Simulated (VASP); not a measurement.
A run of VASP 6.6.1:

The input INCAR:

```
SYSTEM = TiAl
PREC = Accurate
ENCUT = 520
EDIFF = 1E-6
ISMEAR = 0
SIGMA = 0.15
LREAL = .FALSE.
LASPH = .TRUE.
NELM = 100
ALGO = Fast
ISIF = 2
LWAVE = .FALSE.
LCHARG = .TRUE.
GGA = PS
LELF = .TRUE.
LVHAR = .TRUE.
NBANDS = 14
```

File KPOINTS:

```
regular mesh
0
G
  18 18 10
  0 0 0
```

The input POSCAR:

```
TiAl
1.0
    2.9246074773      0.0000000000      0.0000000000
   -1.4623037386      2.4831219328      0.0000000000
    0.0000000000      0.0000000000      4.6780830000
Ti Al
1 1
Direct
    0.0000000000      0.0000000000      0.0000000000
    0.3333333333      0.6666666667      0.5000000000
```

Potentials or basis: VASP PAW PBE potentials, release 64 (Ti_sv, Al).

Launch:

```sh
$ cat potpaw_PBE.64/Ti_sv/POTCAR potpaw_PBE.64/Al/POTCAR > POTCAR
$ mpirun -np 1 vasp_std > vasp.out
```

Hardware: 1 thread of Intel(R) Xeon(R) 6975P-C (Granite Rapids), on a shared host.

**Question.** How long does it take, and how much memory?

**Answer.** It took 4.3 min on 1 thread of Intel(R) Xeon(R) 6975P-C (Granite Rapids), on a shared host, peak memory 0.37 GiB. Counts: scf iterations 28, k points 546.
